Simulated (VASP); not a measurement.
Au, 2 atoms in the cell. Symmetry: Im-3m, No. 229, cubic system. The conventional cell has a = 3.315 Å, b = 3.315 Å, c = 3.315 Å, α = 90.00°, β = 90.00°, γ = 90.00°. Au (site symmetry m-3m) has 14 Au at 2.87 to 3.31 Å within 3.8 Å. This isn't the form of Au at room conditions, which is fcc.

```yaml
Program: VASP 6.6.1
Task: phonons
Functional: r2SCAN
Potentials_or_basis: VASP PAW PBE potentials, release 64 (Au)
Cutoff: 520 eV
k_mesh: 14 × 14 × 14
Occupations: gaussian, width 0.15 eV
Spin: no spin polarisation
Dipole_correction: no
Further_INCAR_settings: ALGO = Normal; EDIFF = 1e-08; IBRION = 6; POTIM = 0.015; NSW = 1
```

Potentials or basis: VASP PAW PBE potentials, release 64 (Au).

Launch:

```sh
$ cat potpaw_PBE.64/Au/POTCAR > POTCAR
$ mpirun -np 1 vasp_std > vasp.out
```

Hardware: 1 thread of AMD EPYC 9R45 96-Core Processor (Zen 5), on a shared host.

Task: Estimate the wall time of this run.

Result: Run time: 14 min on 1 thread of AMD EPYC 9R45 96-Core Processor (Zen 5), on a shared host, peak memory 0.32 GiB. Counts: scf iterations 42, k points 120.
